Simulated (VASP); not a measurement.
# PtSe2 in VASP: notebook

Runs on PtSe2. Level: PBE. Tasks: single point.

All numbers are computed with VASP 6.6.1; they aren't measurements. Logs are shortened: lines on timing, memory, paths and dates and some standing lists are left out, and cuts for length are marked.

### 1 The cell of the first run

The cell holds a wire or tube with vacuum around it, 15 atoms: a = 16.500 Å, b = 11.900 Å, c = 6.348 Å, α = 90.00°, β = 90.00°, γ = 90.00°.

### 2 Single point, PBE

INCAR

```
SYSTEM = PtSe2
  ALGO = Normal
  EDIFF = 1E-6
  ENCUT = 520
  GGA = PE
  ISIF = 2
  ISMEAR = 0
  LASPH = .True.
  LCHARG = .False.
  LREAL = Auto
  LWAVE = .False.
  NBANDS = 68
  NELM = 100
  PREC = Accurate
  SIGMA = 0.05
```

KPOINTS

```
k-points
0
Gamma
  1 1 5
  0 0 0
```

POSCAR

```
PtSe2
1.0
   16.5000000000      0.0000000000      0.0000000000
    0.0000000000     11.9000000000      0.0000000000
    0.0000000000      0.0000000000      6.3480659512
Pt Se
5 10
Direct
    0.6123006722      0.5000000000      0.3333333333
    0.7209613789      0.5000000000      0.8333333333
    0.3876993278      0.5000000000      0.3333333333
    0.5000000000      0.5000000000      0.8333333333
    0.2790386211      0.5000000000      0.8333333333
    0.7425652479      0.5788960137      0.1829765034
    0.5000000000      0.6136886842      0.1692361092
    0.6117104184      0.6137604071      0.6642420754
    0.2574347521      0.5788960137      0.1829765034
    0.3882895816      0.6137604071      0.6642420754
    0.6117104184      0.3862395929      0.0024245913
    0.7425652479      0.4211039863      0.4836901632
    0.3882895816      0.3862395929      0.0024245913
    0.5000000000      0.3863113158      0.4974305575
    0.2574347521      0.4211039863      0.4836901632
```

Potentials or basis: VASP PAW PBE potentials, release 64 (Pt, Se).

The run is started by

```console
$ cat potpaw_PBE.64/Pt/POTCAR potpaw_PBE.64/Se/POTCAR > POTCAR
$ mpirun -np 1 vasp_std > vasp.out
```

OUTCAR:

```text
SYSTEM = PtSe2
   EDIFF = 1E-6
   ENCUT = 520
   GGA = PE
   ISIF = 2
   ISMEAR = 0
   LASPH = .True.
   LREAL = Auto
   NELM = 100
   PREC = Accurate

 ion  position               nearest neighbor table
   1  0.612  0.500  0.333-  11 2.50   8 2.50   7 2.52  14 2.52   6 2.53  12 2.53
   2  0.721  0.500  0.833-  12 2.44   6 2.44   8 2.50  11 2.50
   3  0.388  0.500  0.333-  13 2.50  10 2.50   7 2.52  14 2.52   9 2.53  15 2.53
   4  0.500  0.500  0.833-  14 2.53   7 2.53  10 2.53   8 2.53  13 2.53  11 2.53
   5  0.279  0.500  0.833-  15 2.44   9 2.44  10 2.50  13 2.50
   6  0.743  0.579  0.183-   2 2.44   1 2.53  12 2.68
   7  0.500  0.614  0.169-   1 2.52   3 2.52   4 2.53
   8  0.612  0.614  0.664-   2 2.50   1 2.50   4 2.53
   9  0.257  0.579  0.183-   5 2.44   3 2.53  15 2.68
  10  0.388  0.614  0.664-   5 2.50   3 2.50   4 2.53
  11  0.612  0.386  0.002-   2 2.50   1 2.50   4 2.53
  12  0.743  0.421  0.484-   2 2.44   1 2.53   6 2.68
  13  0.388  0.386  0.002-   5 2.50   3 2.50   4 2.53
  14  0.500  0.386  0.497-   1 2.52   3 2.52   4 2.53
  15  0.257  0.421  0.484-   5 2.44   3 2.53   9 2.68

  LATTYP: Found a simple orthorhombic cell.
 ALAT       =     6.3480659512
 B/A-ratio  =     1.8745866996
 C/A-ratio  =     2.5992168523

  Lattice vectors:

 A1 = (   0.0000000000,   0.0000000000,  -6.3480659512)
 A2 = (   0.0000000000,  11.9000000000,   0.0000000000)
 A3 = (  16.5000000000,   0.0000000000,   0.0000000000)

Analysis of symmetry for initial positions (statically):
=====================================================================
 Subroutine PRICEL returns:
 Original cell was already a primitive cell.

 Routine SETGRP: Setting up the symmetry group for a
 simple orthorhombic supercell.

 Subroutine GETGRP returns: Found  4 space group operations
 (whereof  2 operations were pure point group operations)
 out of a pool of  8 trial point group operations.

The static configuration has the point symmetry C_1h.
 The point group associated with its full space group is C_2h.

Analysis of symmetry for dynamics (positions and initial velocities):
=====================================================================
 Subroutine PRICEL returns:
 Original cell was already a primitive cell.

 Routine SETGRP: Setting up the symmetry group for a
 simple orthorhombic supercell.

 Subroutine GETGRP returns: Found  4 space group operations
 (whereof  2 operations were pure point group operations)
 out of a pool of  8 trial point group operations.

The dynamic configuration has the point symmetry C_1h.
 The point group associated with its full space group is C_2h.

 Subroutine INISYM returns: Found  4 space group operations
 (whereof  2 operations are pure point group operations),
 and found     1 'primitive' translations

----------------------------------------------------------------------------------------

                                     Primitive cell

  volume of cell :    1246.4427

  direct lattice vectors                    reciprocal lattice vectors
    16.500000000  0.000000000  0.000000000     0.060606061  0.000000000  0.000000000
     0.000000000 11.900000000  0.000000000     0.000000000  0.084033613  0.000000000
     0.000000000  0.000000000  6.348065951     0.000000000  0.000000000  0.157528294

  length of vectors
    16.500000000 11.900000000  6.348065951     0.060606061  0.084033613  0.157528294

  position of ions in fractional coordinates (direct lattice)
     0.612300672  0.500000000  0.333333333
     0.720961379  0.500000000  0.833333333
     0.387699328  0.500000000  0.333333333
     0.500000000  0.500000000  0.833333333
     0.279038621  0.500000000  0.833333333
     0.742565248  0.578896014  0.182976503
     0.500000000  0.613688684  0.169236109
     0.611710418  0.613760407  0.664242075
     0.257434752  0.578896014  0.182976503
     0.388289582  0.613760407  0.664242075
     0.611710418  0.386239593  0.002424591
     0.742565248  0.421103986  0.483690163
     0.388289582  0.386239593  0.002424591
     0.500000000  0.386311316  0.497430558
     0.257434752  0.421103986  0.483690163

  ion indices of the primitive-cell ions
   primitive index   ion index
                 1           1
                 2           2
                 3           3
                 4           4
                 5           5
                 6           6
                 7           7
                 8           8
                 9           9
                10          10
                11          11
                12          12
                13          13
                14          14
                15          15

----------------------------------------------------------------------------------------

 KPOINTS: k-points

Automatic generation of k-mesh.
 Grid dimensions read from file:
 generate k-points for:    1    1    5

 Generating k-lattice:

  Cartesian coordinates                     Fractional coordinates (reciprocal lattice)
     0.060606061  0.000000000  0.000000000     1.000000000  0.000000000  0.000000000
     0.000000000  0.084033613  0.000000000     0.000000000  1.000000000  0.000000000
     0.000000000  0.000000000  0.031505659     0.000000000  0.000000000  0.200000000

  Length of vectors
     0.060606061  0.084033613  0.031505659

  Shift w.r.t. Gamma in fractional coordinates (k-lattice)
     0.000000000  0.000000000  0.000000000

 Subroutine IBZKPT returns following result:
 ===========================================

 Found      3 irreducible k-points:

 Following reciprocal coordinates:
            Coordinates               Weight
  0.000000  0.000000  0.000000      1.000000
  0.000000  0.000000  0.200000      2.000000
  0.000000  0.000000  0.400000      2.000000
   k-points           NKPTS =      3   k-points in BZ     NKDIM =      3   number of bands    NBANDS=     68
   number of dos      NEDOS =    301   number of ions     NIONS =     15
   total plane-waves  NPLWV = 544320
   dimension x,y,z NGX =   126 NGY =   90 NGZ =   48
   dimension x,y,z NGXF=   252 NGYF=  180 NGZF=   96
   ions per type =               5  10
   NGX,Y,Z   is equivalent  to a cutoff of  12.70, 12.57, 12.57 a.u.
   NGXF,Y,Z  is equivalent  to a cutoff of  25.39, 25.15, 25.14 a.u.
 SYSTEM =  PtSe2
   PREC   = accura    normal or accurate (medium, high low for compatibility)
   ISTART =      0    job   : 0-new  1-cont  2-samecut
   ICHARG =      2    charge: 1-file 2-atom 10-const
   ISPIN  =      1    spin polarized calculation?
   LNONCOLLINEAR =      F non collinear calculations
   LSORBIT =      F    spin-orbit coupling
   LASPH  =      T    aspherical Exc in radial PAW
   ENCUT  =  520.0 eV  38.22 Ry    6.18 a.u.  30.68 22.13 11.80*2*pi/ulx,y,z
   NELM   =    100;   NELMIN=  2; NELMDL= -5     # of ELM steps
   EDIFF  = 0.1E-05   stopping-criterion for ELM
   LREAL  =      T    real-space projection
   EDIFFG = 0.1E-04   stopping-criterion for IOM
   NSW    =      0    number of steps for IOM
   IBRION =     -1    ionic relax: 0-MD 1-quasi-New 2-CG
   NFREE  =      0    steps in history (QN), initial steepest desc. (CG)
   ISIF   =      2    stress and relaxation
   ISYM   =      2    0-nonsym 1-usesym 2-fastsym
   POTIM  = 0.5000    time-step for ionic-motion
   TEBEG  =    0.0;   TEEND  =   0.0 temperature during run
   PSTRESS=    0.0 pullay stress
   NELECT =     110.0000    total number of electrons
   NUPDOWN=      -1.0000    fix difference up-down
   EMIN   =  10.00;   EMAX   =-10.00  energy-range for DOS
   EFERMI =   0.00;   METHOD = LEGACY
   ISMEAR =     0;   SIGMA  =   0.05  broadening in eV -4-tet -1-fermi 0-gaus
   EFERMI_NEDOS =   21; number of points for ismear=-14 and -15
   IALGO  =     38    algorithm
   IMIX   =      4    mixing-type and parameters
     AMIX     =   0.40;   BMIX     =  1.00
     AMIX_MAG =   1.60;   BMIX_MAG =  1.00
  volume/ion in A,a.u.               =      83.10       560.76
  Fermi-wavevector in a.u.,A,eV,Ry     =   0.728867  1.377359  7.228055  0.531247
  Thomas-Fermi vector in A             =   1.820447
   LORBIT       =      0    0 simple, 1 ext, 2 COOP (PROOUT), +10 PAW based schemes
   GGA     = PE    functional components
   LHFCALC =     F    Hartree Fock is set to
   AEXX    =    0.0000 exact exchange contribution
   IVDW    =     0    specifies the selected vdW correction
   LEPSILON=     F    determine dielectric tensor
   LRPA    =     F    only Hartree local field effects (RPA)
 non-spin polarized calculation
 Gauss-broadening in eV      SIGMA  =   0.05
  energy-cutoff  :      520.00
  volume of cell :     1246.44
 maximum number of plane-waves:     33575
 NGX is ok and might be reduce to   126
   NGX = 61   NGY = 45   NGZ = 23

 number of electron     110.0000020 magnetization

 Free energy of the ion-electron system (eV)
  ---------------------------------------------------
  ext. energy  EPLUGINS =         0.00000000
  ---------------------------------------------------
  free energy    TOTEN  =       -66.90549253 eV

  energy without entropy =      -66.88378723  energy(sigma->0) =      -66.89463988

 E-fermi :  -2.2499     XC(G=0):  -3.6706

 val. band max:       -2.2839416232   @ k =   0.0000   0.0000   0.2000
 cond. band min:      -2.2279066569   @ k =   0.0000   0.0000   0.4000
 fundamental gap:      0.0560349663
 Fermi energy:        -2.2499162904

 k-point     1 :       0.0000    0.0000    0.0000
  band No.  band energies     occupation
      1     -16.8931      2.00000
      2     -16.4755      2.00000
      3     -15.9664      2.00000
      4     -15.6606      2.00000
      5     -15.5262      2.00000
      6     -15.5241      2.00000
[... 59 lines left out ...]
     66       1.2460      0.00000
     67       1.6725      0.00000

 k-point     2 :       0.0000    0.0000    0.2000
  band No.  band energies     occupation
      1     -16.7906      2.00000
      2     -16.3937      2.00000
      3     -15.9408      2.00000
      4     -15.6631      2.00000
      5     -15.6557      2.00000
      6     -15.5669      2.00000
[... 59 lines left out ...]
     66       1.4599      0.00000
     67       1.8705      0.00000

 k-point     3 :       0.0000    0.0000    0.4000
  band No.  band energies     occupation
      1     -16.5106      2.00000
      2     -16.2062      2.00000
      3     -16.1297      2.00000
      4     -15.7546      2.00000
      5     -15.6868      2.00000
      6     -15.5810      2.00000
[... 59 lines left out ...]
     66       1.8078      0.00000
     67       1.9549      0.00000
 [bands above 67 left out]

------------------------ aborting loop because EDIFF is reached ----------------------------------------

  FORCE on cell =-STRESS in cart. coord.  units (eV):
  Direction    XX          YY          ZZ          XY          YZ          ZX
  --------------------------------------------------------------------------------------
  -------------------------------------------------------------------------------------
  Total       -0.1210415     -0.2487281     -0.0016843      0.0000000      0.0187375      0.0000000
  in kB       -0.1555867     -0.3197150     -0.0021649      0.0000000      0.0240852      0.0000000
  external PRESSURE =      -0.1591556 kB  Pullay stress =       0.0000000 kB

 VOLUME and BASIS-vectors are now :
 -----------------------------------------------------------------------------
  energy-cutoff  :      520.00
  volume of cell :     1246.44
      direct lattice vectors                 reciprocal lattice vectors
    16.500000000  0.000000000  0.000000000     0.060606061  0.000000000  0.000000000
     0.000000000 11.900000000  0.000000000     0.000000000  0.084033613  0.000000000
     0.000000000  0.000000000  6.348065951     0.000000000  0.000000000  0.157528294

 POSITION                                       TOTAL-FORCE (eV/Angst)
 -----------------------------------------------------------------------------------
     10.10296      5.95000      2.11602        -0.013704      0.000000      0.000000
     11.89586      5.95000      5.29005        -0.008981      0.000000      0.000000
      6.39704      5.95000      2.11602         0.013704      0.000000      0.000000
      8.25000      5.95000      5.29005         0.000000      0.000000      0.000000
      4.60414      5.95000      5.29005         0.008981      0.000000      0.000000
     12.25233      6.88886      1.16155         0.001784     -0.009765      0.009815
      8.25000      7.30290      1.07432         0.000000      0.007816      0.002482
     10.09322      7.30375      4.21665        -0.008254     -0.004680     -0.005998
      4.24767      6.88886      1.16155        -0.001784     -0.009765      0.009815
      6.40678      7.30375      4.21665         0.008254     -0.004680     -0.005998
     10.09322      4.59625      0.01539        -0.008254      0.004680      0.005998
     12.25233      5.01114      3.07050         0.001784      0.009765     -0.009815
      6.40678      4.59625      0.01539         0.008254      0.004680      0.005998
      8.25000      4.59710      3.15772         0.000000     -0.007816     -0.002482
      4.24767      5.01114      3.07050        -0.001784      0.009765     -0.009815
 -----------------------------------------------------------------------------------
    total drift:                                0.000000      0.000000     -0.000001

  FREE ENERGIE OF THE ION-ELECTRON SYSTEM (eV)
  ---------------------------------------------------
  free  energy   TOTEN  =       -66.9054925326 eV

  energy  without entropy=      -66.8837872312  energy(sigma->0) =      -66.89463988
```

It took 12 min on 1 thread of Intel Xeon Platinum 8259CL at 2.50GHz (Skylake/Cascade Lake), shared host; peak memory 1 GiB.

Results:

* Free energy: -66.9055 eV
* Largest force: 0.014 eV/Å
* Band gap on the k mesh: 0.06 eV (least direct gap 0.07 eV)

Forces in eV/Å, atoms in the order of the input:
```
Pt  -0.014  0.000  0.000
Pt  -0.009  0.000  0.000
Pt   0.014  0.000  0.000
Pt   0.000  0.000  0.000
Pt   0.009  0.000  0.000
Se   0.002 -0.010  0.010
Se   0.000  0.008  0.002
Se  -0.008 -0.005 -0.006
Se  -0.002 -0.010  0.010
Se   0.008 -0.005 -0.006
Se  -0.008  0.005  0.006
Se   0.002  0.010 -0.010
Se   0.008  0.005  0.006
Se   0.000 -0.008 -0.002
Se  -0.002  0.010 -0.010
```

Levels at points of the mesh, in eV from the valence-band top:
| k point | band 51 | band 52 | band 53 | band 54 | band 55 | band 56 | band 57 | band 58 | band 59 | band 60 |
| --- | --- | --- | --- | --- | --- | --- | --- | --- | --- | --- |
| (0.00, 0.00, 0.00) | -1.14 | -0.85 | -0.52 | -0.42 | -0.18 | 0.50 | 0.53 | 0.71 | 0.96 | 1.16 |

Caveat: spin-orbit coupling is left out, which moves the levels of the heavy elements.

### 3 Single point, PBE

This run uses another cell than the first one.

INCAR

```
SYSTEM = PtSe2
ALGO = Normal ; EDIFF = 1E-6
ENCUT = 520 ; GGA = PE
ISIF = 2 ; ISMEAR = 0
LASPH = .True. ; LCHARG = .False.
LREAL = Auto ; LWAVE = .False.
NBANDS = 68 ; NELM = 80
PREC = Accurate ; SIGMA = 0.05
```

KPOINTS is that of step 2.

POSCAR

```
PtSe2
1.0
   16.5000000000      0.0000000000      0.0000000000
    0.0000000000     11.9000000000      0.0000000000
    0.0000000000      0.0000000000      6.4924456621
Pt Se
5 10
Direct
    0.6135883409      0.5000000000      0.3333333333
    0.7271766819      0.5000000000      0.8333333333
    0.3864116591      0.5000000000      0.3333333333
    0.5000000000      0.5000000000      0.8333333333
    0.2728233181      0.5000000000      0.8333333333
    0.7271766819      0.6099197191      0.1666666667
    0.5000000000      0.6099197191      0.1666666667
    0.6135883409      0.6099197191      0.6666666667
    0.2728233181      0.6099197191      0.1666666667
    0.3864116591      0.6099197191      0.6666666667
    0.6135883409      0.3900802809      0.0000000000
    0.7271766819      0.3900802809      0.5000000000
    0.3864116591      0.3900802809      0.0000000000
    0.5000000000      0.3900802809      0.5000000000
    0.2728233181      0.3900802809      0.5000000000
```

Potentials or basis: VASP PAW PBE potentials, release 64 (Pt, Se).

The run is started by

```console
$ cat potpaw_PBE.64/Pt/POTCAR potpaw_PBE.64/Se/POTCAR > POTCAR
$ mpirun -np 1 vasp_std > vasp.out
```

It took 15 min on 1 thread of Intel Xeon Platinum 8259CL at 2.50GHz (Skylake/Cascade Lake), shared host; peak memory 0.99 GiB.

Results (log left out):

```yaml
Free_energy: -66.0827 eV
Largest_force: 1.386 eV/Å
Band_gap_on_the_k_mesh: zero (bands 55 and 56 overlap by 0.08 eV)
```

Forces on the atoms (eV/Å):
```
Pt   0.016  0.000  0.000
Pt  -1.386  0.000  0.000
Pt  -0.016  0.000  0.000
Pt   0.000  0.000  0.000
Pt   1.386  0.000  0.000
Se   0.139 -0.815 -0.805
Se   0.000  0.286  0.016
Se   0.283 -0.318 -0.111
Se  -0.139 -0.815 -0.805
Se  -0.283 -0.318 -0.111
Se   0.283  0.318  0.111
Se   0.139  0.815  0.805
Se  -0.283  0.318  0.111
Se   0.000 -0.286 -0.016
Se  -0.139  0.815  0.805
```

Levels at points of the mesh, in eV from the Fermi level:
```tsv
k point	band 51	band 52	band 53	band 54	band 55	band 56	band 57	band 58	band 59	band 60
(0.00, 0.00, 0.00)	-0.76	-0.69	-0.66	-0.38	-0.31	0.06	0.49	0.65	0.86	1.15
```

Caveat: spin-orbit coupling is left out, which moves the levels of the heavy elements.
